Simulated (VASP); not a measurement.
# Sr32HO32 (a cell with a defect) in VASP: single point with PBEsol

Aim: the single point of Sr32HO32 (a cell with a defect) with PBEsol.

Program: VASP 6.6.1. These are calculated values, not measurements. Logs are shortened: lines on timing, memory, paths and dates and some standing lists are left out, and cuts for length are marked.

## (1) The cell of the first run

The cell holds a defect, 65 atoms: a = 10.245 Å, b = 10.245 Å, c = 10.245 Å, α = 90.00°, β = 90.00°, γ = 90.00°.

## (2) Single point, PBEsol, collinear spin

Contents of INCAR:

```
  ALGO = Normal
  EDIFF = 1E-6
  ENCUT = 520
  GGA = PS
  GGA_COMPAT = False
  ISIF = 2
  ISMEAR = -1
  ISPIN = 2
  ISYM = -1
  KPAR = 1
  LASPH = True
  LCHARG = False
  LORBIT = 11
  LREAL = Auto
  LWAVE = False
  MAGMOM = 0 0 0 0.077 0 0 0 0 0 0 0 0 0 0.077 0 0.077 0 0 0 0 0 0 0.077 0 0.077 0 0.077 0 0 0 0 0 0 0 0 0 0 0 0 0.077 0 0.077 0 0.077 0 0 0 0 0 0 0.077 0 0 0 0 0 0 0 0 0 0.077 0 0.077 0 0.077
  NBANDS = 298
  NELM = 200
  PREC = Accurate
  SIGMA = 0.05
```

Contents of KPOINTS:

```
explicit points
1
Reciprocal
  0.25000000   0.25000000   0.25000000 1
```

Contents of POSCAR:

```
Sr32HO32
1.0
   10.2454930000      0.0000000000      0.0000000000
    0.0000000000     10.2454930000      0.0000000000
    0.0000000000      0.0000000000     10.2454930000
O Sr H
32 32 1
Direct
    0.2501750000      0.0014000000      0.9992120000
    0.2500940000      0.0016470000      0.4996990000
    0.2500450000      0.5019130000      0.9994950000
    0.2463300000      0.5056380000      0.5034520000
    0.7502080000      0.0017350000      0.9995650000
    0.7505750000      0.0013780000      0.4995990000
    0.7505430000      0.5017680000      0.9992250000
    0.7502680000      0.5018760000      0.4997140000
    0.9998060000      0.2517850000      0.9992180000
    0.0000640000      0.2517070000      0.4996890000
    0.0001280000      0.7518160000      0.9995740000
    0.9997760000      0.7521700000      0.4995970000
    0.5002970000      0.2516520000      0.9994800000
    0.5040280000      0.2479050000      0.5034450000
    0.5001430000      0.7521340000      0.9992210000
    0.5002520000      0.7518820000      0.4996980000
    0.9997780000      0.0013710000      0.2496010000
    0.0001360000      0.0017510000      0.7496370000
    0.0000220000      0.5018850000      0.2495180000
    0.9997560000      0.5017940000      0.7500130000
    0.5002920000      0.0016090000      0.2495010000
    0.5001720000      0.0013510000      0.7500100000
    0.5039650000      0.5056000000      0.2458160000
    0.5002410000      0.5018540000      0.7497460000
    0.2463360000      0.2479010000      0.2457440000
    0.2500850000      0.2516890000      0.7497250000
    0.2500380000      0.7519100000      0.2494810000
    0.2501650000      0.7521680000      0.7499870000
    0.7503130000      0.2516290000      0.2494730000
    0.7505680000      0.2517710000      0.7499770000
    0.7505420000      0.7521280000      0.2496150000
    0.7501900000      0.7518040000      0.7496320000
    0.0001800000      0.0017950000      0.9996210000
    0.9998870000      0.0014990000      0.4996170000
    0.9998640000      0.5018040000      0.9993090000
    0.9995980000      0.5020020000      0.4998180000
    0.5001870000      0.0014520000      0.9992790000
    0.5003990000      0.0012010000      0.4998280000
    0.5003610000      0.5019790000      0.9990660000
    0.5021300000      0.5037500000      0.5015600000
    0.2499830000      0.2515920000      0.9990210000
    0.2482020000      0.2497710000      0.5015890000
    0.2501170000      0.7520760000      0.9993030000
    0.2499550000      0.7523550000      0.4998060000
    0.7504750000      0.2517370000      0.9992880000
    0.7507290000      0.2515720000      0.4997990000
    0.7501350000      0.7517390000      0.9996210000
    0.7504490000      0.7520640000      0.4996470000
    0.2499680000      0.0011880000      0.2493960000
    0.2501540000      0.0015030000      0.7498690000
    0.2481700000      0.5038150000      0.2475970000
    0.2499570000      0.5019900000      0.7501650000
    0.7504780000      0.0014570000      0.2495860000
    0.7501530000      0.0017780000      0.7495890000
    0.7506980000      0.5019670000      0.2494120000
    0.7504370000      0.5017970000      0.7498820000
    0.9996010000      0.2515840000      0.2494120000
    0.9998930000      0.2517810000      0.7498670000
    0.9998610000      0.7520690000      0.2495890000
    0.0001570000      0.7517650000      0.7495970000
    0.5022090000      0.2497190000      0.2475820000
    0.5003730000      0.2515630000      0.7501500000
    0.5003690000      0.7523440000      0.2493920000
    0.5001750000      0.7520540000      0.7498890000
    0.3750640000      0.3766730000      0.3744880000
```

Potentials or basis: VASP PAW PBE potentials, release 64 (O, Sr_sv, H).

Command:

```bash
$ cat potpaw_PBE.64/O/POTCAR potpaw_PBE.64/Sr_sv/POTCAR potpaw_PBE.64/H/POTCAR > POTCAR
$ mpirun -np 4 vasp_std > vasp.out
```

OUTCAR:

```text
EDIFF = 1E-6
   ENCUT = 520
   GGA = PS
   ISIF = 2
   ISMEAR = -1
   ISPIN = 2
   ISYM = -1
   LASPH = True
   LORBIT = 11
   LREAL = Auto
   NELM = 200
   PREC = Accurate

 ion  position               nearest neighbor table
   1  0.250  0.001  0.999-  43 2.55  50 2.55  33 2.56  37 2.56  49 2.56  41 2.56
   2  0.250  0.002  0.500-  42 2.54  44 2.55  50 2.56  34 2.56  49 2.56  38 2.56
   3  0.250  0.502  0.999-  51 2.54  52 2.55  43 2.56  35 2.56  39 2.56  41 2.56
   4  0.246  0.506  0.503-  52 2.53  44 2.53  36 2.53  40 2.62  51 2.62  42 2.62
   5  0.750  0.002  1.000-  33 2.56  54 2.56  47 2.56  45 2.56  53 2.56  37 2.56
   6  0.751  0.001  0.500-  34 2.55  48 2.55  54 2.56  53 2.56  38 2.56  46 2.56
[... 75 lines left out ...]
                            46 3.62  55 3.62  33 3.62  34 3.62  35 3.62  49 3.63  41 3.63  42 3.63
  58  1.000  0.252  0.750-  30 2.55   9 2.55  20 2.56  18 2.56  10 2.56  26 2.56  42 3.60  45 3.61
                            46 3.62  41 3.62  35 3.62  56 3.62  33 3.62  54 3.62  36 3.62  52 3.62
  59  1.000  0.752  0.250-  17 2.55  31 2.55  12 2.56  11 2.56  27 2.56  19 2.56  51 3.60  53 3.61
                            49 3.62  55 3.62  34 3.62  48 3.62  33 3.62  47 3.62  36 3.62  44 3.62
  60  0.000  0.752  0.750-  32 2.56  20 2.56  11 2.56  18 2.56  12 2.56  28 2.56  36 3.62  52 3.62
                            44 3.62  48 3.62  43 3.62  35 3.62  56 3.62  34 3.62  50 3.62  54 3.62
  61  0.502  0.250  0.248-  65 2.25  13 2.54  29 2.54  21 2.54  14 2.62  25 2.62  23 2.62  53 3.60
                            45 3.60  37 3.60  46 3.63  55 3.63  38 3.63  49 3.63  39 3.63  41 3.63
  62  0.500  0.252  0.750-  14 2.53  13 2.55  30 2.56  22 2.56  26 2.56  24 2.56  45 3.62  37 3.62
                            41 3.62  39 3.62  54 3.62  50 3.62  56 3.62  38 3.63  46 3.63  42 3.63
  63  0.500  0.752  0.249-  23 2.53  21 2.55  15 2.56  31 2.56  16 2.56  27 2.56  37 3.62  53 3.62
                            49 3.62  38 3.62  47 3.62  48 3.62  43 3.62  39 3.63  55 3.63  51 3.63
  64  0.500  0.752  0.750-  22 2.55  15 2.55  28 2.56  32 2.56  16 2.56  24 2.56  40 3.60  37 3.61
                            38 3.62  39 3.62  50 3.62  43 3.62  47 3.62  54 3.62  52 3.62  44 3.62
  65  0.375  0.377  0.374-  42 2.25  51 2.25  61 2.25  40 2.25

IMPORTANT INFORMATION: All symmetrisations will be switched off!
NOSYMM: (Re-)initialisation of all symmetry stuff for point group C_1.

----------------------------------------------------------------------------------------

                                     Primitive cell

  volume of cell :    1075.4707

  direct lattice vectors                    reciprocal lattice vectors
    10.245493000  0.000000000  0.000000000     0.097603893  0.000000000  0.000000000
     0.000000000 10.245493000  0.000000000     0.000000000  0.097603893  0.000000000
     0.000000000  0.000000000 10.245493000     0.000000000  0.000000000  0.097603893

  length of vectors
    10.245493000 10.245493000 10.245493000     0.097603893  0.097603893  0.097603893

  position of ions in fractional coordinates (direct lattice)
     0.250175000  0.001400000  0.999212000
     0.250094000  0.001647000  0.499699000
     0.250045000  0.501913000  0.999495000
     0.246330000  0.505638000  0.503452000
     0.750208000  0.001735000  0.999565000
     0.750575000  0.001378000  0.499599000
[... 57 lines left out ...]
     0.500175000  0.752054000  0.749889000
     0.375064000  0.376673000  0.374488000

  ion indices of the primitive-cell ions
   primitive index   ion index
                 1           1
                 2           2
                 3           3
                 4           4
                 5           5
                 6           6
[... 57 lines left out ...]
                64          64
                65          65

----------------------------------------------------------------------------------------

 KPOINTS: explicit points

Read explicit list of k-points.

 Found      1 k-points:

 Following reciprocal coordinates:
            Coordinates               Weight
  0.250000  0.250000  0.250000      1.000000
   k-points           NKPTS =      1   k-points in BZ     NKDIM =      1   number of bands    NBANDS=    300
   number of dos      NEDOS =    301   number of ions     NIONS =     65
   total plane-waves  NPLWV = 512000
   dimension x,y,z NGX =    80 NGY =   80 NGZ =   80
   dimension x,y,z NGXF=   160 NGYF=  160 NGZF=  160
   ions per type =              32  32   1
[... 20 lines left out ...]
   POTIM  = 0.5000    time-step for ionic-motion
   TEBEG  =    0.0;   TEEND  =   0.0 temperature during run
   PSTRESS=    0.0 pullay stress
   NELECT =     513.0000    total number of electrons
   NUPDOWN=      -1.0000    fix difference up-down
   EMIN   =  10.00;   EMAX   =-10.00  energy-range for DOS
   EFERMI =   0.00;   METHOD = LEGACY
   ISMEAR =    -1;   SIGMA  =   0.05  broadening in eV -4-tet -1-fermi 0-gaus
   EFERMI_NEDOS =   21; number of points for ismear=-14 and -15
   IALGO  =     38    algorithm
   IMIX   =      4    mixing-type and parameters
     AMIX     =   0.40;   BMIX     =  1.00
     AMIX_MAG =   1.60;   BMIX_MAG =  1.00
  volume/ion in A,a.u.               =      16.55       111.66
  Fermi-wavevector in a.u.,A,eV,Ry     =   1.279129  2.417204 22.261466  1.636172
  Thomas-Fermi vector in A             =   2.411632
   LORBIT       =     11    0 simple, 1 ext, 2 COOP (PROOUT), +10 PAW based schemes
   GGA     = PS    functional components
   LHFCALC =     F    Hartree Fock is set to
   AEXX    =    0.0000 exact exchange contribution
   IVDW    =     0    specifies the selected vdW correction
   LEPSILON=     F    determine dielectric tensor
   LRPA    =     F    only Hartree local field effects (RPA)
 spin polarized calculation
  energy-cutoff  :      520.00
  volume of cell :     1075.47
 maximum number of plane-waves:     28978
 NGX is ok and might be reduce to    80
   NGX = 39   NGY = 39   NGZ = 39

 number of electron     513.0000106 magnetization       0.9997534

 Free energy of the ion-electron system (eV)
  ---------------------------------------------------
  ext. energy  EPLUGINS =         0.00000000
  ---------------------------------------------------
  free energy    TOTEN  =      -405.45783470 eV

  energy without entropy =     -405.45771100  energy(sigma->0) =     -405.45777285

 E-fermi :   2.7285     XC(G=0): -10.3491

 val. band max:        2.2786008903   @ k =   0.2500   0.2500   0.2500
 cond. band min:       3.1783318502   @ k =   0.2500   0.2500   0.2500
 fundamental gap:      0.8997309598
 Fermi energy:         2.7284663675

 spin component 1

 k-point     1 :       0.2500    0.2500    0.2500
  band No.  band energies     occupation
      1     -30.6190      1.00000
      2     -30.5709      1.00000
      3     -30.5707      1.00000
      4     -30.5669      1.00000
      5     -30.5334      1.00000
      6     -30.5332      1.00000
[... 260 lines left out ...]
    267       6.6510      0.00000
    268       6.6546      0.00000
 Fermi energy:         2.7284663675

 spin component 2

 k-point     1 :       0.2500    0.2500    0.2500
  band No.  band energies     occupation
      1     -30.6184      1.00000
      2     -30.5705      1.00000
      3     -30.5702      1.00000
      4     -30.5659      1.00000
      5     -30.5328      1.00000
      6     -30.5326      1.00000
[... 260 lines left out ...]
    267       6.6523      0.00000
    268       6.6601      0.00000
 [bands above 268 left out]

------------------------ aborting loop because EDIFF is reached ----------------------------------------

  FORCE on cell =-STRESS in cart. coord.  units (eV):
  Direction    XX          YY          ZZ          XY          YZ          ZX
  --------------------------------------------------------------------------------------
  -------------------------------------------------------------------------------------
  Total        6.4602358      6.5267722      6.4737434     -0.1669596     -0.2121203     -0.1818529
  in kB        9.6241054      9.7232276      9.6442283     -0.2487273     -0.3160052     -0.2709146
  external PRESSURE =       9.6638538 kB  Pullay stress =       0.0000000 kB

 VOLUME and BASIS-vectors are now :
 -----------------------------------------------------------------------------
  energy-cutoff  :      520.00
  volume of cell :     1075.47
      direct lattice vectors                 reciprocal lattice vectors
    10.245493000  0.000000000  0.000000000     0.097603893  0.000000000  0.000000000
     0.000000000 10.245493000  0.000000000     0.000000000  0.097603893  0.000000000
     0.000000000  0.000000000 10.245493000     0.000000000  0.000000000  0.097603893

 POSITION                                       TOTAL-FORCE (eV/Angst)
 -----------------------------------------------------------------------------------
      2.56317      0.01434     10.23742        -0.000462      0.000247      0.002768
      2.56234      0.01687      5.11966         0.000149     -0.001968     -0.000193
      2.56183      5.14235     10.24032         0.002181     -0.004718     -0.000607
      2.52377      5.18051      5.15811         0.012312     -0.008966     -0.011868
      7.68625      0.01778     10.24104        -0.000318     -0.001725      0.001781
      7.69001      0.01412      5.11864        -0.001819      0.000568      0.000891
[... 57 lines left out ...]
      5.12454      7.70516      7.68298         0.000836     -0.001036     -0.001667
      3.84272      3.85920      3.83681         0.000973      0.001126     -0.001683
 -----------------------------------------------------------------------------------
    total drift:                                0.002157     -0.081355      0.015007

  FREE ENERGIE OF THE ION-ELECTRON SYSTEM (eV)
  ---------------------------------------------------
  free  energy   TOTEN  =      -405.4578346982 eV

  energy  without entropy=     -405.4577110038  energy(sigma->0) =     -405.45777285

 total charge

# of ion       s       p       d       tot
------------------------------------------
    1        1.548   3.406   0.000   4.954
    2        1.548   3.407   0.000   4.955
    3        1.548   3.407   0.000   4.955
    4        1.553   3.385   0.000   4.937
    5        1.548   3.405   0.000   4.954
    6        1.548   3.406   0.000   4.954
[... 57 lines left out ...]
   64        2.017   5.785   0.267   8.069
   65        0.485   0.007   0.000   0.492
--------------------------------------------------
tot        114.583 294.041   8.591 417.215

 magnetization (x)

# of ion       s       p       d       tot
------------------------------------------
    1        0.000   0.001   0.000   0.001
    2        0.000   0.001   0.000   0.001
    3        0.000   0.001   0.000   0.001
    4        0.003   0.090   0.000   0.093
    5       -0.000   0.000   0.000   0.000
    6        0.000   0.000   0.000   0.000
[... 57 lines left out ...]
   64        0.000  -0.000   0.000   0.000
   65        0.225   0.000   0.000   0.226
--------------------------------------------------
tot          0.237   0.396   0.044   0.676
```

Wall time 10 min (4 MPI ranks of Intel Xeon Platinum 8488C (Sapphire Rapids), shared host); peak memory 0.59 GiB.

Results:

| Property | Result |
| --- | --- |
| Free energy | -405.4578 eV |
| Pressure | 1.0 GPa |
| Largest force | 0.021 eV/Å |
| Band gap on the k mesh | 0.90 eV |
| Net moment | 1.00 μB per cell |
| Site moments | O +0.00, +0.09, +0.10 (each value once); Sr -0.00, +0.00, +0.01 (each value once); H +0.23 μB |
| Valence electrons inside the program's atomic spheres | O 4.95, 4.96, 4.94 (each value once); Sr 8.07, 8.08 (each value once); H 0.49 |

Forces in eV/Å, atoms in the order of the input:
```
O    0.000  0.000  0.003
O    0.000 -0.002  0.000
O    0.002 -0.005 -0.001
O    0.012 -0.009 -0.012
O    0.000 -0.002  0.002
O   -0.002  0.001  0.001
O   -0.003 -0.003  0.004
O    0.001 -0.004 -0.002
O    0.002 -0.003  0.003
O   -0.001 -0.003  0.001
O    0.001 -0.003  0.001
O    0.002 -0.005  0.001
O   -0.001 -0.001  0.000
O   -0.011  0.014 -0.011
O    0.000 -0.003  0.004
O    0.000 -0.001 -0.001
O    0.003  0.002  0.001
O    0.002 -0.001 -0.001
O    0.000 -0.003  0.001
O    0.002 -0.003 -0.002
O   -0.001 -0.001  0.001
O   -0.001  0.003 -0.002
O   -0.011 -0.008  0.010
O    0.000 -0.003  0.000
O    0.010  0.013  0.009
O    0.000 -0.003  0.001
O    0.001 -0.002  0.001
O   -0.001 -0.003 -0.001
O    0.001 -0.001  0.002
O   -0.002 -0.002 -0.001
O   -0.003 -0.004  0.001
O    0.000 -0.003  0.000
Sr  -0.001  0.000 -0.003
Sr   0.000  0.001  0.001
Sr   0.001  0.003  0.001
Sr  -0.003  0.001 -0.002
Sr   0.001  0.003  0.002
Sr  -0.001 -0.002 -0.003
Sr   0.000  0.001 -0.005
Sr  -0.005 -0.003 -0.002
Sr   0.001  0.003 -0.004
Sr   0.002  0.006 -0.003
Sr   0.000  0.000  0.000
Sr   0.001  0.004 -0.002
Sr  -0.002  0.002  0.001
Sr   0.003  0.003 -0.001
Sr   0.002  0.003 -0.002
Sr  -0.001  0.000 -0.001
Sr   0.002 -0.002  0.001
Sr  -0.002  0.001  0.000
Sr   0.002 -0.004  0.005
Sr   0.002  0.001  0.002
Sr  -0.003  0.003 -0.002
Sr   0.002  0.000  0.001
Sr   0.005  0.001  0.000
Sr  -0.001  0.002 -0.001
Sr  -0.004  0.004  0.000
Sr   0.000  0.000 -0.001
Sr   0.001 -0.001 -0.002
Sr   0.000  0.003  0.000
Sr  -0.005  0.006  0.004
Sr   0.000  0.003  0.004
Sr  -0.001  0.005  0.001
Sr   0.001 -0.001 -0.002
H    0.001  0.001 -0.002
```

Caveat: the PAW data sets were made with another functional, which shifts forces and pressure a little.
